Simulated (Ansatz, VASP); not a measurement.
**Two plane-wave programs on Cd**

```
Cd
1.0
    -1.54592    1.54592    2.19074
     1.54592   -1.54592    2.19074
     1.54592    1.54592   -2.19074
Cd
1
Cartesian
  0.0000 0.0000 0.0000
```

Alike in both runs: functional PBEsol; k mesh 24 × 24 × 24; occupations gaussian, width 0.1 eV; no spin polarisation.

Ansatz relaxed the structure, and its values are those at the end. VASP's run is a single point on that final structure, the one shown.

```csv
,VASP,Ansatz
version,VASP 6.6.1,Ansatz 0.2.0
potentials or method,"VASP PAW PBE potentials, release 64 (Cd), cutoff 520 eV","scalar-relativistic, plane waves, PAW"
valence electrons in the cell,12,20
```

VASP gave:

* gap on the k mesh at the Fermi level (eV): none
* pressure (GPa): 0.4

**Question.** Estimate Ansatz's values.

**Answer.** gap on the k mesh at the Fermi level (eV): none; pressure (GPa): 0.0.

VASP's potentials were made for PBE, not for PBEsol. A gap of «none» marks a metal or a gap that the smearing closes. VASP's potentials hold 12 valence electrons a cell and Ansatz's 20, so a difference there can come from the potentials and not from the codes.
